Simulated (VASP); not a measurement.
# Au: relaxation of cell and atoms with PBEsol

The system is Au.

```
Au
1.0
     0.00000    2.03500    2.03500
     2.03500    0.00000    2.03500
     2.03500    2.03500    0.00000
Au
1
Direct
  0.00000 0.00000 0.00000
```

```
Program                : VASP 6.6.1
Task                   : relaxation of cell and atoms
Functional             : PBEsol
Potentials or basis    : VASP PAW PBE potentials, release 64 (Au)
Cutoff                 : 500 eV
k mesh                 : 10 × 10 × 10
Occupations            : gaussian, width 0.1 eV
Spin                   : no spin polarisation
Dipole correction      : no
Further INCAR settings : ALGO = Normal; EDIFF = 1e-07; IBRION = 2; EDIFFG = -0.01; NSW = 80; ISIF = 3
```

The relaxed volume is 17.04 Å³/atom and the relaxed cell is a = 2.888 Å, b = 2.888 Å, c = 2.888 Å, α = 60.00°, β = 60.00°, γ = 60.00°. The space group after relaxing (to 0.05 Å) is Fm-3m (No. 225) and the energy gained by relaxing is 1.1 meV/atom. The ionic steps are 3 and the pressure after relaxing is 0.0 GPa.

The path:
```csv
step,energy change (eV),largest force (eV/Å),pressure (GPa),volume (Å³)
1,0.0000,0.0000,1.90,16.85
2,0.0018,0.0000,-2.91,17.35
3,-0.0011,0.0000,0.00,17.04
```

Final structure:
```cif
data_structure
_symmetry_space_group_name_H-M 'P 1'
_symmetry_Int_Tables_number 1
_cell_length_a 2.8883
_cell_length_b 2.8883
_cell_length_c 2.8883
_cell_angle_alpha 60.000
_cell_angle_beta 60.000
_cell_angle_gamma 60.000
_cell_volume 17.04
loop_
_atom_site_label
_atom_site_type_symbol
_atom_site_fract_x
_atom_site_fract_y
_atom_site_fract_z
_atom_site_occupancy
Au1 Au 0.00000 0.00000 0.00000 1
```

Levels at points of the mesh, in eV from the Fermi level:
```csv
k point,band 4,band 5,band 6,band 7,band 8,band 9
"(0.00, 0.00, 0.00)",-4.65,-3.12,-3.12,14.53,18.52,18.52
"(0.50, 0.00, 0.00)",-1.91,-1.91,-1.00,3.08,13.97,17.12
"(0.50, 0.50, 0.00)",-1.59,-1.59,0.98,5.77,9.98,9.98
```

Wall time 29 s on 1 thread of Intel Xeon 8259CL, on a shared host, peak memory 0.15 GiB.

Caveat: the PAW data sets were made with another functional, which shifts forces and pressure a little; spin-orbit coupling is left out, which moves the levels of the heavy elements. Zero-point motion and thermal expansion aren't in these numbers.
